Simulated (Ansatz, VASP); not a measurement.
**CaSe in VASP and in Ansatz**

```xyz
2
Lattice="0.0000 2.9494 2.9494 2.9494 0.0000 2.9494 2.9494 2.9494 0.0000" Properties=species:S:1:pos:R:3 pbc="T T T"
Ca    0.0000    0.0000    0.0000
Se    2.9494    2.9494    2.9494
```

Alike in both runs: task single point; functional PBE; k mesh 6 × 6 × 6; no spin polarisation.

|  | VASP | Ansatz |
| --- | --- | --- |
| version | VASP 6.6.1 | Ansatz 0.2.0 |
| potentials or method | VASP PAW PBE potentials, release 64 (Ca_sv, Se) | plane waves, PAW |
| plane-wave cutoff (eV) | 520 | 420 |
| occupations | gaussian, width 0.01 eV | fixed |
| valence electrons in the cell | 16 | 26 |

|  | VASP | Ansatz | Ansatz less VASP |
| --- | --- | --- | --- |
| gap on the k mesh at the Fermi level (eV) | 2.00 | 2.01 | +0.010 |
| pressure (GPa) | 1.7 | 1.5 | -0.18 |

VASP's potentials hold 16 valence electrons a cell and Ansatz's 26, so a difference there can come from the potentials and not from the codes.
